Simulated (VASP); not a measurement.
# Mg2F3: single point with PBE

Mg2F3:

```
Mg F
1.0
     1.66708    0.96249    7.63751
    -1.66708    0.96249    7.63751
     0.00000   -1.92498    7.63751
Mg F
2 3
Direct
  0.39790 0.39790 0.39790
  0.60210 0.60210 0.60210
  0.00000 0.00000 0.00000
  0.23836 0.23836 0.23836
  0.76164 0.76164 0.76164
```

```
Program                : VASP 6.6.1
Task                   : single point
Functional             : PBE
Potentials or basis    : VASP PAW PBE potentials, release 64 (Mg, F)
Cutoff                 : 520 eV
k mesh                 : 6 × 6 × 6
Occupations            : gaussian, width 0.1 eV
Spin                   : no spin polarisation
Dipole correction      : no
Further INCAR settings : ALGO = Normal; EDIFF = 1e-06; NBANDS = 20
```

* Pressure: -0.2 GPa
* Largest force: 0.023 eV/Å
* Band gap on the k mesh: zero (an odd number of electrons rules out a gap without spin polarisation)

Forces in eV/Å, atoms in the order of the input:
```
Mg   0.000  0.000  0.023
Mg   0.000  0.000 -0.023
F    0.000  0.000  0.000
F    0.000  0.000  0.013
F    0.000  0.000 -0.013
```

Stress tensor (GPa, compression positive):
```
-0.21  0.00  0.00
 0.00 -0.21  0.00
 0.00  0.00 -0.10
```

Levels at points of the mesh, in eV from the Fermi level:
```
           k point  band 8  band 9  band 10  band 11  band 12  band 13  band 14  band 15  band 16  band 17
(0.00, 0.00, 0.00)   -8.54   -8.54    -7.97    -7.97    -7.63    -2.79     0.40     0.51     5.50     6.85
(0.50, 0.00, 0.00)   -8.74   -8.30    -8.26    -8.12    -7.77     1.83     2.36     3.07     3.70     4.40
(0.50, 0.50, 0.00)   -8.71   -8.28    -8.23    -8.13    -7.82     1.89     2.45     2.76     3.81     4.22
(0.50, 0.50, 0.50)   -8.53   -8.51    -7.97    -7.97    -7.88    -2.28    -1.07     1.93     4.25     8.98
```

Run time: 2.4 min on 1 thread of Intel(R) Xeon(R) Platinum 8259CL CPU @ 2.50GHz (Skylake/Cascade Lake), on a shared host, peak memory 0.47 GiB.

Caveat: the k points lie up to 0.37 Å⁻¹ apart, too coarse for converged energies and pressures of a metal; an odd number of electrons without spin polarisation forces a metal; a magnetic or distorted state may lie lower.
